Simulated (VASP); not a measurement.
# Mg in VASP: further runs, part 2 of 3

VASP 6.6.1.

## (3) Single point, PBE0

This run uses another cell than the first one, of the same volume but with other edges.

File POSCAR:

```
Mg
1.0
   -1.8359916300      1.8359916300      1.6794040200
    1.8359916300     -1.8359916300      1.6794040200
    1.8359916300      1.8359916300     -1.6794040200
Mg
1
Direct
    0.0000000000      0.0000000000      0.0000000000
```

File INCAR.step1:

```
ALGO = Normal
EDIFF = 1E-5
ENCUT = 520
GGA = PE
ISIF = 2
ISMEAR = -1
LASPH = True
LREAL = False
LWAVE = True
NBANDS = 7
NELM = 60
PREC = Accurate
SIGMA = 0.1
```

File INCAR.step2:

```
AEXX = 0.25
ALGO = Normal
EDIFF = 1E-6
ENCUT = 520
GGA = PE
ISIF = 2
ISMEAR = -1
ISTART = 1
LASPH = True
LCHARG = True
LELF = True
LHFCALC = True
LREAL = False
LVHAR = True
LWAVE = False
NBANDS = 7
NELM = 60
PREC = Accurate
PRECFOCK = Normal
SIGMA = 0.1
```

File KPOINTS:

```
k-points
0
Gamma
  6 6 6
```

Potentials or basis: VASP PAW PBE potentials, release 64 (Mg).

Started as:

```sh
cat potpaw_PBE.64/Mg/POTCAR > POTCAR
cp INCAR.step1 INCAR
mpirun -np 1 vasp_std > vasp.out
cp INCAR.step2 INCAR
mpirun -np 1 vasp_std > vasp.out
```

OUTCAR:

```text
AEXX = 0.25
   EDIFF = 1E-6
   ENCUT = 520
   GGA = PE
   ISIF = 2
   ISMEAR = -1
   ISTART = 1
   LASPH = True
   LHFCALC = True
   LREAL = False
   NELM = 60
   PREC = Accurate
   PRECFOCK = Normal

 ion  position               nearest neighbor table
   1  0.000  0.000  0.000-

  LATTYP: Found a body centered tetragonal cell.
 ALAT       =     3.6719832600
 C/A-ratio  =     0.9147122419

  Lattice vectors:

 A1 = (  -1.8359916300,   1.8359916300,   1.6794040200)
 A2 = (   1.8359916300,  -1.8359916300,   1.6794040200)
 A3 = (   1.8359916300,   1.8359916300,  -1.6794040200)

Analysis of symmetry for initial positions (statically):
=====================================================================
 Subroutine PRICEL returns:
 Original cell was already a primitive cell.

 Routine SETGRP: Setting up the symmetry group for a
 body centered tetragonal supercell.

 Subroutine GETGRP returns: Found 16 space group operations
 (whereof 16 operations were pure point group operations)
 out of a pool of 16 trial point group operations.

The static configuration has the point symmetry D_4h.

Analysis of symmetry for dynamics (positions and initial velocities):
=====================================================================
 Subroutine PRICEL returns:
 Original cell was already a primitive cell.

 Routine SETGRP: Setting up the symmetry group for a
 body centered tetragonal supercell.

 Subroutine GETGRP returns: Found 16 space group operations
 (whereof 16 operations were pure point group operations)
 out of a pool of 16 trial point group operations.

The dynamic configuration has the point symmetry D_4h.

 Subroutine INISYM returns: Found 16 space group operations
 (whereof 16 operations are pure point group operations),
 and found     1 'primitive' translations

----------------------------------------------------------------------------------------
[... 118 lines left out ...]
   PRECFOCK=normal    Normal, Fast or Accurate (Low or Medium for compatibility)
   ENCUT4O =  -1.0   cutoff for four orbital integrals eV
   NKREDX  =     1    reduce k-point grid by
   NKREDY  =     1    reduce k-point grid by
   NKREDZ  =     1    reduce k-point grid by
   AEXX    =    0.2500 exact exchange contribution
   HFSCREEN=    0.0000 screening length (either q_TF or 0.3 A-1)
   HFSCREENC=   0.0000 screening length for correlation (either q_TF or 0.3 A-1)
   ENCUTFOCK=  -1.0 apply spherical cutoff to Coloumb kernel
   IVDW    =     0    specifies the selected vdW correction
   LEPSILON=     F    determine dielectric tensor
   LRPA    =     F    only Hartree local field effects (RPA)
 non-spin polarized calculation
  energy-cutoff  :      520.00
  volume of cell :       22.64
 maximum number of plane-waves:       624
  NGX = 18; NGY = 18; NGZ = 18

 number of electron       2.0000000 magnetization

 Free energy of the ion-electron system (eV)
  ---------------------------------------------------
  ext. energy  EPLUGINS =         0.00000000
  ---------------------------------------------------
  free energy    TOTEN  =        -1.50435044 eV

  energy without entropy =       -1.49926502  energy(sigma->0) =       -1.50180773

 E-fermi :   2.8404     XC(G=0):  -6.7311

 val. band max:        2.6537192875   @ k =  -0.1667   0.5000   0.1667
 cond. band min:       3.1884549995   @ k =   0.3333   0.3333   0.0000
 fundamental gap:      0.5347357120
 Fermi energy:         2.8404074482

 k-point     1 :       0.0000    0.0000    0.0000
  band No.  band energies     occupation
      1      -5.8457      2.00000
      2      15.9198      0.00000
      3      17.8082      0.00000
      4      17.8082      0.00000
      5      18.1051      0.00000
      6      18.3927      0.00000
      7      18.3927      0.00000
[... 221 lines left out ...]
 k-point    24 :      -0.1667   -0.3333    0.1667
  band No.  band energies     occupation
      1      -1.7115      2.00000
      2       7.1239      0.00000
      3      10.1388      0.00000
      4      11.7873      0.00000
      5      14.7706      0.00000
      6      16.9420      0.00000
      7      19.3050      0.00000

 [... further k-points ...]

------------------------ aborting loop because EDIFF is reached ----------------------------------------

  FORCE on cell =-STRESS in cart. coord.  units (eV):
  Direction    XX          YY          ZZ          XY          YZ          ZX
  --------------------------------------------------------------------------------------
  -------------------------------------------------------------------------------------
  Total       -0.2068802     -0.2068802      0.6179481      0.0000000      0.0000000      0.0000000
  in kB      -14.6377054    -14.6377054     43.7226000      0.0000000      0.0000000      0.0000000
  external PRESSURE =       4.8157297 kB  Pullay stress =       0.0000000 kB

 VOLUME and BASIS-vectors are now :
 -----------------------------------------------------------------------------
  energy-cutoff  :      520.00
  volume of cell :       22.64
      direct lattice vectors                 reciprocal lattice vectors
    -1.835991630  1.835991630  1.679404020     0.000000000  0.272332396  0.297724665
     1.835991630 -1.835991630  1.679404020     0.272332396  0.000000000  0.297724665
     1.835991630  1.835991630 -1.679404020     0.272332396  0.272332396  0.000000000

 POSITION                                       TOTAL-FORCE (eV/Angst)
 -----------------------------------------------------------------------------------
      0.00000      0.00000      0.00000         0.000000     -0.000000      0.000000
 -----------------------------------------------------------------------------------
    total drift:                               -0.000000     -0.000000     -0.000000

  FREE ENERGIE OF THE ION-ELECTRON SYSTEM (eV)
  ---------------------------------------------------
  free  energy   TOTEN  =        -1.5043504412 eV

  energy  without entropy=       -1.4992650215  energy(sigma->0) =       -1.50180773
```

OUTCAR.step1:

```text
EDIFF = 1E-5
   ENCUT = 520
   GGA = PE
   ISIF = 2
   ISMEAR = -1
   LASPH = True
[... 455 lines left out ...]

 POSITION                                       TOTAL-FORCE (eV/Angst)
 -----------------------------------------------------------------------------------
      0.00000      0.00000      0.00000        -0.000000      0.000000      0.000000
 -----------------------------------------------------------------------------------
    total drift:                                0.000000      0.000000      0.000000

  FREE ENERGIE OF THE ION-ELECTRON SYSTEM (eV)
  ---------------------------------------------------
  free  energy   TOTEN  =        -1.4723624792 eV

  energy  without entropy=       -1.4548214226  energy(sigma->0) =       -1.46359195
```

Wall time 2.2 min (1 thread of Intel Xeon Platinum 8488C (Sapphire Rapids), shared host); peak memory 0.14 GiB.

Results:

- Free energy: -1.5044 eV
- Pressure: 0.5 GPa
- Band gap on the k mesh: zero (band 1 reaches 7.56 eV, above the bottom of band 2 at 0.95 eV)

Stress tensor (GPa, compression positive):
```
-1.46  0.00  0.00
 0.00 -1.46  0.00
 0.00  0.00  4.37
```

Levels at points of the mesh, in eV from the Fermi level:
| k point | band 1 | band 2 | band 3 | band 4 |
| --- | --- | --- | --- | --- |
| (0.00, 0.00, 0.00) | -8.69 | 13.08 | 14.97 | 14.97 |
| (0.50, 0.00, 0.00) | -2.09 | -1.13 | 9.17 | 10.04 |
| (0.50, 0.50, 0.00) | -2.49 | -1.89 | 10.83 | 11.62 |
| (0.50, 0.50, 0.50) | 4.72 | 4.72 | 5.02 | 5.66 |

Caveat: the k points lie up to 0.42 Å⁻¹ apart; the PAW data sets were made with another functional, which shifts forces and pressure a little.

## (4) Single point, RPBE

This run uses another cell than the first one, of the same volume but with other edges.

File INCAR:

```
  ALGO = Normal
  EDIFF = 1E-6
  ENCUT = 520
  GGA = RP
  ISIF = 2
  ISMEAR = 0
  LASPH = True
  LCHARG = False
  LREAL = False
  LWAVE = False
  NBANDS = 7
  NELM = 100
  PREC = Accurate
  SIGMA = 0.02
```

File KPOINTS:

```
k-points
0
Gamma
  11 11 11
```

POSCAR is that of step 3.

Potentials or basis: VASP PAW PBE potentials, release 64 (Mg).

Started as:

```sh
cat potpaw_PBE.64/Mg/POTCAR > POTCAR
mpirun -np 1 vasp_std > vasp.out
```

OUTCAR:

```text
EDIFF = 1E-6
   ENCUT = 520
   GGA = RP
   ISIF = 2
   ISMEAR = 0
   LASPH = True
   LREAL = False
   NELM = 100
   PREC = Accurate

 ion  position               nearest neighbor table
   1  0.000  0.000  0.000-

  LATTYP: Found a body centered tetragonal cell.
 ALAT       =     3.6719832600
 C/A-ratio  =     0.9147122419

  Lattice vectors:

 A1 = (  -1.8359916300,   1.8359916300,   1.6794040200)
 A2 = (   1.8359916300,  -1.8359916300,   1.6794040200)
 A3 = (   1.8359916300,   1.8359916300,  -1.6794040200)

Analysis of symmetry for initial positions (statically):
=====================================================================
 Subroutine PRICEL returns:
 Original cell was already a primitive cell.

 Routine SETGRP: Setting up the symmetry group for a
 body centered tetragonal supercell.

 Subroutine GETGRP returns: Found 16 space group operations
 (whereof 16 operations were pure point group operations)
 out of a pool of 16 trial point group operations.

The static configuration has the point symmetry D_4h.

Analysis of symmetry for dynamics (positions and initial velocities):
=====================================================================
 Subroutine PRICEL returns:
 Original cell was already a primitive cell.

 Routine SETGRP: Setting up the symmetry group for a
 body centered tetragonal supercell.

 Subroutine GETGRP returns: Found 16 space group operations
 (whereof 16 operations were pure point group operations)
 out of a pool of 16 trial point group operations.

The dynamic configuration has the point symmetry D_4h.

 Subroutine INISYM returns: Found 16 space group operations
 (whereof 16 operations are pure point group operations),
 and found     1 'primitive' translations

----------------------------------------------------------------------------------------

                                     Primitive cell

  volume of cell :      22.6442

  direct lattice vectors                    reciprocal lattice vectors
    -1.835991630  1.835991630  1.679404020     0.000000000  0.272332396  0.297724665
     1.835991630 -1.835991630  1.679404020     0.272332396  0.000000000  0.297724665
     1.835991630  1.835991630 -1.679404020     0.272332396  0.272332396  0.000000000

  length of vectors
     3.092269133  3.092269133  3.092269133     0.403490905  0.403490905  0.385136168

  position of ions in fractional coordinates (direct lattice)
     0.000000000  0.000000000  0.000000000

  ion indices of the primitive-cell ions
   primitive index   ion index
                 1           1

----------------------------------------------------------------------------------------

 KPOINTS: k-points

Automatic generation of k-mesh.
 Grid dimensions read from file:
 generate k-points for:   11   11   11

 Generating k-lattice:

  Cartesian coordinates                     Fractional coordinates (reciprocal lattice)
     0.000000000  0.024757491  0.027065879     0.090909091  0.000000000  0.000000000
     0.024757491  0.000000000  0.027065879     0.000000000  0.090909091  0.000000000
     0.024757491  0.024757491  0.000000000     0.000000000  0.000000000  0.090909091

  Length of vectors
     0.036680991  0.036680991  0.035012379

  Shift w.r.t. Gamma in fractional coordinates (k-lattice)
     0.000000000  0.000000000  0.000000000

 Subroutine IBZKPT returns following result:
 ===========================================

 Found    126 irreducible k-points:

 Following reciprocal coordinates:
            Coordinates               Weight
  0.000000  0.000000  0.000000      1.000000
  0.090909 -0.000000  0.000000      8.000000
  0.181818  0.000000 -0.000000      8.000000
  0.272727  0.000000  0.000000      8.000000
  0.363636 -0.000000  0.000000      8.000000
  0.454545  0.000000 -0.000000      8.000000
[... 16 lines left out ...]
 -0.272727  0.181818 -0.000000     16.000000
 -0.181818  0.181818  0.000000      4.000000
 [... further k-points ...]
   k-points           NKPTS =    126   k-points in BZ     NKDIM =    126   number of bands    NBANDS=      7
   number of dos      NEDOS =    301   number of ions     NIONS =      1
   total plane-waves  NPLWV =  13824
   dimension x,y,z NGX =    24 NGY =   24 NGZ =   24
   dimension x,y,z NGXF=    48 NGYF=   48 NGZF=   48
   ions per type =               1
   NGX,Y,Z   is equivalent  to a cutoff of  12.90, 12.90, 12.90 a.u.
   NGXF,Y,Z  is equivalent  to a cutoff of  25.81, 25.81, 25.81 a.u.
 SYSTEM =  unknown system
   PREC   = accura    normal or accurate (medium, high low for compatibility)
   ISTART =      0    job   : 0-new  1-cont  2-samecut
   ICHARG =      2    charge: 1-file 2-atom 10-const
   ISPIN  =      1    spin polarized calculation?
   LNONCOLLINEAR =      F non collinear calculations
   LSORBIT =      F    spin-orbit coupling
   LASPH  =      T    aspherical Exc in radial PAW
   ENCUT  =  520.0 eV  38.22 Ry    6.18 a.u.   5.75  5.75  5.75*2*pi/ulx,y,z
   NELM   =    100;   NELMIN=  2; NELMDL= -5     # of ELM steps
   EDIFF  = 0.1E-05   stopping-criterion for ELM
   LREAL  =      F    real-space projection
   EDIFFG = 0.1E-04   stopping-criterion for IOM
   NSW    =      0    number of steps for IOM
   IBRION =     -1    ionic relax: 0-MD 1-quasi-New 2-CG
   NFREE  =      0    steps in history (QN), initial steepest desc. (CG)
   ISIF   =      2    stress and relaxation
   ISYM   =      2    0-nonsym 1-usesym 2-fastsym
   POTIM  = 0.5000    time-step for ionic-motion
   TEBEG  =    0.0;   TEEND  =   0.0 temperature during run
   PSTRESS=    0.0 pullay stress
   NELECT =       2.0000    total number of electrons
   NUPDOWN=      -1.0000    fix difference up-down
   EMIN   =  10.00;   EMAX   =-10.00  energy-range for DOS
   EFERMI =   0.00;   METHOD = LEGACY
   ISMEAR =     0;   SIGMA  =   0.02  broadening in eV -4-tet -1-fermi 0-gaus
   EFERMI_NEDOS =   21; number of points for ismear=-14 and -15
   IALGO  =     38    algorithm
   IMIX   =      4    mixing-type and parameters
     AMIX     =   0.40;   BMIX     =  1.00
     AMIX_MAG =   1.60;   BMIX_MAG =  1.00
  volume/ion in A,a.u.               =      22.64       152.81
  Fermi-wavevector in a.u.,A,eV,Ry     =   0.729065  1.377732  7.231974  0.531535
  Thomas-Fermi vector in A             =   1.820694
   LORBIT       =      0    0 simple, 1 ext, 2 COOP (PROOUT), +10 PAW based schemes
   GGA     = RP    functional components
   LHFCALC =     F    Hartree Fock is set to
   AEXX    =    0.0000 exact exchange contribution
   IVDW    =     0    specifies the selected vdW correction
   LEPSILON=     F    determine dielectric tensor
   LRPA    =     F    only Hartree local field effects (RPA)
 non-spin polarized calculation
 Gauss-broadening in eV      SIGMA  =   0.02
  energy-cutoff  :      520.00
  volume of cell :       22.64
 maximum number of plane-waves:       618
   NGX = 11   NGY = 11   NGZ = 11

 number of electron       2.0000000 magnetization

 Free energy of the ion-electron system (eV)
  ---------------------------------------------------
  ext. energy  EPLUGINS =         0.00000000
  ---------------------------------------------------
  free energy    TOTEN  =        -1.30878515 eV

  energy without entropy =       -1.30872802  energy(sigma->0) =       -1.30875658

 E-fermi :   2.8690     XC(G=0):  -8.4359

 val. band max:        2.8177648865   @ k =   0.3636   0.3636   0.0000
 cond. band min:       2.8788790635   @ k =  -0.2727  -0.4545   0.2727
 fundamental gap:      0.0611141771
 Fermi energy:         2.8690018307

 k-point     1 :       0.0000    0.0000    0.0000
  band No.  band energies     occupation
      1      -4.1746      2.00000
      2      14.8227      0.00000
      3      16.6939      0.00000
      4      16.6939      0.00000
      5      16.9811      0.00000
      6      17.2798      0.00000
      7      17.2798      0.00000
[... 221 lines left out ...]
 k-point    24 :      -0.1818    0.1818    0.0000
  band No.  band energies     occupation
      1      -3.4371      2.00000
      2       9.9244      0.00000
      3      14.7348      0.00000
      4      15.0628      0.00000
      5      16.0180      0.00000
      6      16.3304      0.00000
      7      17.8609      0.00000

 [... further k-points ...]

------------------------ aborting loop because EDIFF is reached ----------------------------------------

  FORCE on cell =-STRESS in cart. coord.  units (eV):
  Direction    XX          YY          ZZ          XY          YZ          ZX
  --------------------------------------------------------------------------------------
  -------------------------------------------------------------------------------------
  Total        0.1848544      0.1848544      0.3044966      0.0000000      0.0000000      0.0000000
  in kB       13.0792775     13.0792775     21.5445021      0.0000000      0.0000000      0.0000000
  external PRESSURE =      15.9010190 kB  Pullay stress =       0.0000000 kB

 VOLUME and BASIS-vectors are now :
 -----------------------------------------------------------------------------
  energy-cutoff  :      520.00
  volume of cell :       22.64
      direct lattice vectors                 reciprocal lattice vectors
    -1.835991630  1.835991630  1.679404020     0.000000000  0.272332396  0.297724665
     1.835991630 -1.835991630  1.679404020     0.272332396  0.000000000  0.297724665
     1.835991630  1.835991630 -1.679404020     0.272332396  0.272332396  0.000000000

 POSITION                                       TOTAL-FORCE (eV/Angst)
 -----------------------------------------------------------------------------------
      0.00000      0.00000      0.00000         0.000000      0.000000      0.000000
 -----------------------------------------------------------------------------------
    total drift:                                0.000000      0.000000      0.000000

  FREE ENERGIE OF THE ION-ELECTRON SYSTEM (eV)
  ---------------------------------------------------
  free  energy   TOTEN  =        -1.3087851478 eV

  energy  without entropy=       -1.3087280210  energy(sigma->0) =       -1.30875658
```

OSZICAR:

```text
N       E                     dE             d eps       ncg     rms          rms(c)
DAV:   1    -0.662488960817E+00   -0.66249E+00   -0.68502E+02  1925   0.184E+02
DAV:   2    -0.131144861244E+01   -0.64896E+00   -0.60157E+00  2289   0.108E+01
DAV:   3    -0.131367779317E+01   -0.22292E-02   -0.22292E-02  2198   0.737E-01
DAV:   4    -0.131368274544E+01   -0.49523E-05   -0.49524E-05  2485   0.254E-02
DAV:   5    -0.131368277690E+01   -0.31459E-07   -0.31243E-07  2296   0.138E-03    0.715E-01
DAV:   6    -0.131221296120E+01    0.14698E-02   -0.36038E-04  1946   0.160E-01    0.460E-01
DAV:   7    -0.130877254850E+01    0.34404E-02   -0.13633E-03  1841   0.270E-01    0.267E-02
DAV:   8    -0.130878644632E+01   -0.13898E-04   -0.72515E-06  2681   0.173E-02    0.651E-03
DAV:   9    -0.130878524661E+01    0.11997E-05   -0.95105E-07  1946   0.420E-03    0.468E-04
DAV:  10    -0.130878514779E+01    0.98822E-07   -0.52876E-09  1162   0.397E-04
   1 F= -.13087851E+01 E0= -.13087566E+01  d E =-.571268E-04
```

stdout:

```text
POSCAR found type information on POSCAR Mg
 POSCAR found :  1 types and       1 ions
 scaLAPACK will be used
 -----------------------------------------------------------------------------
|                                                                             |
|                                                                             |
|     You enforced a specific xc type in the INCAR file but a different       |
|     I HOPE YOU KNOW WHAT YOU ARE DOING!                                     |
|                                                                             |
 -----------------------------------------------------------------------------

 LDA part: xc-table for (Slater+PW92), standard interpolation
 POSCAR, INCAR and KPOINTS ok, starting setup
 FFT: planning ... GRIDC
 FFT: planning ... GRID_SOFT
 FFT: planning ... GRID
 WAVECAR not read
 entering main loop
```

Run time: 21 s. Hardware: 1 thread of AMD EPYC 7R13, shared host; peak memory 0.12 GiB.

What came out:

```
Free energy            : -1.3088 eV
Pressure               : 1.6 GPa
Band gap on the k mesh : zero (band 1 reaches 5.96 eV, above the bottom of band 2 at 1.68 eV)
```

Stress tensor (GPa, compression positive):
```
1.31 0.00 0.00
0.00 1.31 0.00
0.00 0.00 2.15
```

Levels at points of the mesh, in eV from the Fermi level:
```
           k point  band 1  band 2  band 3  band 4
(0.00, 0.00, 0.00)   -7.04   11.95   13.82   13.82
```

Caveat: the PAW data sets were made with another functional, which shifts forces and pressure a little.

(Continued in part 3 of 3.)
